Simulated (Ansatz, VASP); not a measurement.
# One calculation of V, two programs

Contents of POSCAR:

```
V
1.0
    2.6010989985      0.0000000000      0.0000000000
   -1.3005494993      2.2526178105      0.0000000000
    0.0000000000      0.0000000000      4.6633048767
V
2
Direct
    0.3333333333      0.6666666667      0.2500000000
    0.6666666667      0.3333333333      0.7500000000
```

Contents of INCAR.step1:

```
SYSTEM = V
  PREC = Accurate
  ENCUT = 520
  ISMEAR = -1
  SIGMA = 0.1
  LREAL = .FALSE.
  LASPH = .TRUE.
  NELM = 100
  NBANDS = 20
  GGA = PE
  ALGO = Normal
  EDIFF = 1E-4
  LWAVE = .TRUE.
  LCHARG = .FALSE.
```

Contents of INCAR.step2:

```
SYSTEM = V
  PREC = Accurate
  ENCUT = 520
  EDIFF = 1E-6
  ISMEAR = -1
  SIGMA = 0.1
  LREAL = .FALSE.
  LASPH = .TRUE.
  NELM = 100
  ALGO = Normal
  ISIF = 2
  LWAVE = .FALSE.
  LCHARG = .FALSE.
  METAGGA = R2SCAN
  LMIXTAU = .TRUE.
  NBANDS = 20
  ISTART = 1
```

The input KPOINTS:

```
regular mesh
0
G
  16 16 8
  0 0 0
```

Input for Ansatz:

```yaml
crystal:
  lattice:
    - [2.6010989985, 0.0, 0.0]
    - [-1.3005494993, 2.2526178105, 0.0]
    - [0.0, 0.0, 4.6633048767]
  atoms:
    - { symbol: V, position: [0.3333333333, 0.6666666667, 0.25] }
    - { symbol: V, position: [0.6666666667, 0.3333333333, 0.75] }
hamiltonian:
  xc: r2scan
  pseudopotentials:
    kind: paw
    azcp:
      V: "pseudopotentials/V.paw.azcp"
basis:
  ecutwfc: 500
  fft_grid_basis: typed
kpoints:
  mp_grid: { grid: [16, 16, 8], shift: [0, 0, 0] }
magnetization:
  spin_polarized: false
scf:
  occupations: { method: fermi_dirac, width: 0.1 }
  lower_state_search: "off"
output:
  stress: true
  write_density: true
  write_potential: true
  elf: true
  volumetric_format: npy
```

Alike in both runs: task single point; functional r2SCAN; k mesh 16 × 16 × 8; occupations fermi-dirac, width 0.1 eV; no spin polarisation.

|  | VASP | Ansatz |
| --- | --- | --- |
| version | VASP 6.6.1 | Ansatz 0.2.0 |
| potentials or method | VASP PAW PBE potentials, release 64 (V_sv), cutoff 520 eV | plane waves (500 eV) with PAW, scalar-relativistic |
| valence electrons in the cell | 26 | 26 |

|  | VASP | Ansatz | Ansatz less VASP |
| --- | --- | --- | --- |
| pressure (GPa) | 0.7 | 0.0 | -0.63 |
| traceless stress, the component that is largest in VASP (GPa) | 0.04 | 0.07 | +0.033 |

VASP's potentials were made for PBE, not for r2SCAN.
